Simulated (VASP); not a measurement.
# Pb (Fm-3m) in VASP: notebook

Pb is run at these levels: r2SCAN; tasks: single point.

All numbers are computed with VASP 6.6.1; they aren't measurements. Logs are shortened: lines on timing, memory, paths and dates and some standing lists are left out, and cuts for length are marked.

## Step 1: The cell of the first run

The structure is cubic, space group Fm-3m (No. 225). Conventional cell: a = 4.989 Å, b = 4.989 Å, c = 4.989 Å, α = 90.00°, β = 90.00°, γ = 90.00°. Within 4.6 Å of Pb (site symmetry m-3m) lie 12 Pb at 3.53 Å.

## Step 2: Single point, r2SCAN

The input, POSCAR:

```
Pb
1.0
    0.0000000000      2.4946408835      2.4946408835
    2.4946408835      0.0000000000      2.4946408835
    2.4946408835      2.4946408835      0.0000000000
Pb
1
Direct
    0.0000000000      0.0000000000      0.0000000000
```

The input, INCAR.step1:

```
  PREC = Accurate
  ENCUT = 520
  ISMEAR = 1
  SIGMA = 0.3
  LREAL = F
  LASPH = T
  NELM = 100
  NBANDS = 13
  GGA = PE
  ALGO = Normal
  EDIFF = 1E-4
  LWAVE = T
  LCHARG = F
```

The input, INCAR.step2:

```
  PREC = Accurate
  ENCUT = 520
  EDIFF = 1E-6
  ISMEAR = 1
  SIGMA = 0.3
  LREAL = F
  LASPH = T
  NELM = 100
  ALGO = Normal
  ISIF = 2
  LWAVE = F
  LCHARG = T
  METAGGA = R2SCAN
  LMIXTAU = T
  LELF = T
  LVHAR = T
  NBANDS = 13
  ISTART = 1
```

The input, KPOINTS:

```
Automatic mesh
0
Gamma
  11 11 11
```

Potentials or basis: VASP PAW PBE potentials, release 64 (Pb_d).

Run with:

```sh
$ cat potpaw_PBE.64/Pb_d/POTCAR > POTCAR
$ cp INCAR.step1 INCAR
$ mpirun -np 1 vasp_std > vasp.out
$ cp INCAR.step2 INCAR
$ mpirun -np 1 vasp_std > vasp.out
```

OUTCAR:

```text
PREC = Accurate
   ENCUT = 520
   EDIFF = 1E-6
   ISMEAR = 1
   LREAL = F
   LASPH = T
   NELM = 100
   ISIF = 2
   METAGGA = R2SCAN
   ISTART = 1

 ion  position               nearest neighbor table
   1  0.000  0.000  0.000-

  LATTYP: Found a face centered cubic cell.
 ALAT       =     4.9892817670

  Lattice vectors:

 A1 = (   0.0000000000,   2.4946408835,   2.4946408835)
 A2 = (   2.4946408835,   0.0000000000,   2.4946408835)
 A3 = (   2.4946408835,   2.4946408835,   0.0000000000)

Analysis of symmetry for initial positions (statically):
=====================================================================
 Subroutine PRICEL returns:
 Original cell was already a primitive cell.

 Routine SETGRP: Setting up the symmetry group for a
 face centered cubic supercell.

 Subroutine GETGRP returns: Found 48 space group operations
 (whereof 48 operations were pure point group operations)
 out of a pool of 48 trial point group operations.

The static configuration has the point symmetry O_h .

Analysis of symmetry for dynamics (positions and initial velocities):
=====================================================================
 Subroutine PRICEL returns:
 Original cell was already a primitive cell.

 Routine SETGRP: Setting up the symmetry group for a
 face centered cubic supercell.

 Subroutine GETGRP returns: Found 48 space group operations
 (whereof 48 operations were pure point group operations)
 out of a pool of 48 trial point group operations.

The dynamic configuration has the point symmetry O_h .

 Subroutine INISYM returns: Found 48 space group operations
 (whereof 48 operations are pure point group operations),
 and found     1 'primitive' translations

----------------------------------------------------------------------------------------

                                     Primitive cell

  volume of cell :      31.0495

  direct lattice vectors                    reciprocal lattice vectors
     0.000000000  2.494640883  2.494640883    -0.200429650  0.200429650  0.200429650
     2.494640883  0.000000000  2.494640883     0.200429650 -0.200429650  0.200429650
     2.494640883  2.494640883  0.000000000     0.200429650  0.200429650 -0.200429650

  length of vectors
     3.527954971  3.527954971  3.527954971     0.347154338  0.347154338  0.347154338

[... 77 lines left out ...]
   NELM   =    100;   NELMIN=  2; NELMDL=  0     # of ELM steps
   EDIFF  = 0.1E-05   stopping-criterion for ELM
   LREAL  =      F    real-space projection
   EDIFFG = 0.1E-04   stopping-criterion for IOM
   NSW    =      0    number of steps for IOM
   IBRION =     -1    ionic relax: 0-MD 1-quasi-New 2-CG
   NFREE  =      0    steps in history (QN), initial steepest desc. (CG)
   ISIF   =      2    stress and relaxation
   ISYM   =      2    0-nonsym 1-usesym 2-fastsym
   POTIM  = 0.5000    time-step for ionic-motion
   TEBEG  =    0.0;   TEEND  =   0.0 temperature during run
   PSTRESS=    0.0 pullay stress
   NELECT =      14.0000    total number of electrons
   NUPDOWN=      -1.0000    fix difference up-down
   EMIN   =  10.00;   EMAX   =-10.00  energy-range for DOS
   EFERMI =   0.00;   METHOD = LEGACY
   ISMEAR =     1;   SIGMA  =   0.30  broadening in eV -4-tet -1-fermi 0-gaus
   EFERMI_NEDOS =   21; number of points for ismear=-14 and -15
   IALGO  =     38    algorithm
   IMIX   =      4    mixing-type and parameters
     AMIX     =   0.40;   BMIX     =  1.00
     AMIX_MAG =   1.60;   BMIX_MAG =  1.00
  volume/ion in A,a.u.               =      31.05       209.53
  Fermi-wavevector in a.u.,A,eV,Ry     =   1.255354  2.372275 21.441600  1.575913
  Thomas-Fermi vector in A             =   2.389115
   LORBIT       =      0    0 simple, 1 ext, 2 COOP (PROOUT), +10 PAW based schemes
   METAGGA = R2SCAN    functional components
   LHFCALC =     F    Hartree Fock is set to
   AEXX    =    0.0000 exact exchange contribution
   IVDW    =     0    specifies the selected vdW correction
   LEPSILON=     F    determine dielectric tensor
   LRPA    =     F    only Hartree local field effects (RPA)
 non-spin polarized calculation
 Methfessel and Paxton  Order N= 1 SIGMA  =   0.30
  energy-cutoff  :      520.00
  volume of cell :       31.05
 maximum number of plane-waves:       869
   NGX = 13   NGY = 13   NGZ = 13

 number of electron      14.0000000 magnetization

 Free energy of the ion-electron system (eV)
  ---------------------------------------------------
  ext. energy  EPLUGINS =         0.00000000
  ---------------------------------------------------
  free energy    TOTEN  =       -56.28219011 eV

  energy without entropy =      -56.28572653  energy(sigma->0) =      -56.28336891

 E-fermi :   7.0233     XC(G=0): -10.7998

 val. band max:        6.9945386192   @ k =   0.3636   0.2727   0.0000
 cond. band min:       7.0792692324   @ k =   0.2727   0.0000   0.0000
 fundamental gap:      0.0847306132
 Fermi energy:         7.0232515416

 k-point     1 :       0.0000    0.0000    0.0000
  band No.  band energies     occupation
      1     -10.7500      2.00000
      2     -10.7500      2.00000
      3     -10.7500      2.00000
      4     -10.6128      2.00000
      5     -10.6128      2.00000
      6      -5.1742      2.00000
      7      14.5003      0.00000
      8      14.5003      0.00000
      9      14.5003      0.00000
     10      17.3608      0.00000
     11      18.9443      0.00000
     12      19.8854      0.00000
     13      19.8854      0.00000
[... 354 lines left out ...]
  band No.  band energies     occupation
      1     -10.7434      2.00000
      2     -10.7168      2.00000
      3     -10.6547      2.00000
      4     -10.6409      2.00000
      5     -10.5412      2.00000
      6      -3.4571      2.00000
      7       7.8073     -0.00137
      8       9.5237     -0.00000
      9      13.8598      0.00000
     10      17.2432      0.00000
     11      18.6201      0.00000
     12      19.8580      0.00000
     13      20.5017      0.00000

 [... further k-points ...]
[... 5 lines left out ...]
  --------------------------------------------------------------------------------------
  -------------------------------------------------------------------------------------
  Total       -0.0171667     -0.0171667     -0.0171667     -0.0000000     -0.0000000      0.0000000
  in kB       -0.8858130     -0.8858130     -0.8858130     -0.0000000     -0.0000000      0.0000000
  external PRESSURE =      -0.8858130 kB  Pullay stress =       0.0000000 kB

 VOLUME and BASIS-vectors are now :
 -----------------------------------------------------------------------------
  energy-cutoff  :      520.00
  volume of cell :       31.05
      direct lattice vectors                 reciprocal lattice vectors
     0.000000000  2.494640883  2.494640883    -0.200429650  0.200429650  0.200429650
     2.494640883  0.000000000  2.494640883     0.200429650 -0.200429650  0.200429650
     2.494640883  2.494640883  0.000000000     0.200429650  0.200429650 -0.200429650

 POSITION                                       TOTAL-FORCE (eV/Angst)
 -----------------------------------------------------------------------------------
      0.00000      0.00000      0.00000         0.000000      0.000000      0.000000
 -----------------------------------------------------------------------------------
    total drift:                               -0.000000     -0.000000     -0.000000

  FREE ENERGIE OF THE ION-ELECTRON SYSTEM (eV)
  ---------------------------------------------------
  free  energy   TOTEN  =       -56.2821901068 eV

  energy  without entropy=      -56.2857265275  energy(sigma->0) =      -56.28336891
```

OUTCAR.step1:

```text
PREC = Accurate
   ENCUT = 520
   ISMEAR = 1
   LREAL = F
   LASPH = T
[... 599 lines left out ...]

 POSITION                                       TOTAL-FORCE (eV/Angst)
 -----------------------------------------------------------------------------------
      0.00000      0.00000      0.00000         0.000000      0.000000      0.000000
 -----------------------------------------------------------------------------------
    total drift:                               -0.000000     -0.000000     -0.000000

  FREE ENERGIE OF THE ION-ELECTRON SYSTEM (eV)
  ---------------------------------------------------
  free  energy   TOTEN  =        -3.5615107155 eV

  energy  without entropy=       -3.5648812383  energy(sigma->0) =       -3.56263422
```

OSZICAR.step1:

```text
N       E                     dE             d eps       ncg     rms          rms(c)
DAV:   1     0.108121408915E+03    0.10812E+03   -0.70958E+03  1466   0.124E+03
DAV:   2     0.182466964335E+01   -0.10630E+03   -0.10301E+03  1541   0.316E+02
DAV:   3    -0.344464768653E+01   -0.52693E+01   -0.52500E+01  1789   0.755E+01
DAV:   4    -0.356691347766E+01   -0.12227E+00   -0.12224E+00  1821   0.121E+01
DAV:   5    -0.357243630679E+01   -0.55228E-02   -0.55227E-02  2073   0.243E+00    0.511E-01
DAV:   6    -0.356352975815E+01    0.89065E-02   -0.12635E-02  1912   0.198E+00    0.258E-01
DAV:   7    -0.356153881310E+01    0.19909E-02   -0.55659E-03  1901   0.121E+00    0.912E-02
DAV:   8    -0.356151071545E+01    0.28098E-04   -0.41011E-04  1828   0.321E-01
   1 F= -.35615107E+01 E0= -.35626342E+01  d E =0.337052E-02
```

Run time: 2.1 min. Hardware: 1 thread of Intel Xeon Platinum 8259CL at 2.50GHz (Skylake/Cascade Lake), shared host; peak memory 0.17 GiB.

What came out:

- Free energy: -56.2822 eV
- Pressure: -0.1 GPa
- Band gap on the k mesh: zero (band 7 reaches 14.50 eV, above the bottom of band 8 at 5.53 eV)

Levels at points of the mesh, in eV from the Fermi level:
```tsv
k point	band 4	band 5	band 6	band 7	band 8	band 9	band 10	band 11
(0.00, 0.00, 0.00)	-17.64	-17.64	-12.20	7.48	7.48	7.48	10.34	11.92
```

Caveat: the PAW data sets were made with another functional, which shifts forces and pressure a little; spin-orbit coupling is left out, which moves the levels of the heavy elements.

## Step 3: Single point, r2SCAN

POSCAR is that of step 2.

The input, INCAR.step1:

```
SYSTEM = Pb
PREC     = Accurate       ! precision mode
ENCUT    = 520            ! plane-wave cutoff, eV
ISMEAR   = 1              ! smearing method
SIGMA    = 0.6            ! smearing width, eV
LREAL    = .FALSE.        ! projectors in reciprocal space
LASPH    = .TRUE.         ! aspherical terms in the spheres
NELM     = 80             ! most SCF steps
NBANDS   = 13             ! bands
GGA      = PE             ! functional
ALGO     = Normal         ! electronic algorithm
EDIFF    = 1E-4           ! SCF threshold, eV
LWAVE    = .TRUE.         ! write WAVECAR
LCHARG   = .FALSE.        ! write CHGCAR
```

The input, INCAR.step2:

```
SYSTEM = Pb
PREC     = Accurate       ! precision mode
ENCUT    = 520            ! plane-wave cutoff, eV
EDIFF    = 1E-6           ! SCF threshold, eV
ISMEAR   = 1              ! smearing method
SIGMA    = 0.6            ! smearing width, eV
LREAL    = .FALSE.        ! projectors in reciprocal space
LASPH    = .TRUE.         ! aspherical terms in the spheres
NELM     = 80             ! most SCF steps
ALGO     = Normal         ! electronic algorithm
ISIF     = 2              ! what is computed and relaxed
LWAVE    = .FALSE.        ! write WAVECAR
LCHARG   = .FALSE.        ! write CHGCAR
METAGGA  = R2SCAN         ! meta-GGA
LMIXTAU  = .TRUE.       
NBANDS   = 13             ! bands
ISTART   = 1
```

The input, KPOINTS:

```
regular mesh
0
G
  11 11 11
  0 0 0
```

Potentials or basis: VASP PAW PBE potentials, release 64 (Pb_d).

Run with:

```sh
$ cat potpaw_PBE.64/Pb_d/POTCAR > POTCAR
$ cp INCAR.step1 INCAR
$ mpirun -np 1 vasp_std > vasp.out
$ cp INCAR.step2 INCAR
$ mpirun -np 1 vasp_std > vasp.out
```

Run time: 2.1 min. Hardware: 1 thread of Intel Xeon Platinum 8259CL at 2.50GHz (Skylake/Cascade Lake), shared host; peak memory 0.17 GiB.

The run converged. Its results:

| Item | Value |
| --- | --- |
| Free energy | -56.2794 eV |
| Pressure | 0.0 GPa |
| Band gap on the k mesh | zero (band 7 reaches 14.50 eV, above the bottom of band 8 at 5.53 eV) |

Levels at points of the mesh, in eV from the Fermi level:
```
           k point  band 4  band 5  band 6  band 7  band 8  band 9  band 10  band 11
(0.00, 0.00, 0.00)  -17.62  -17.62  -12.19    7.49    7.49    7.49    10.35    11.93
```

Caveat: the PAW data sets were made with another functional, which shifts forces and pressure a little; spin-orbit coupling is left out, which moves the levels of the heavy elements.
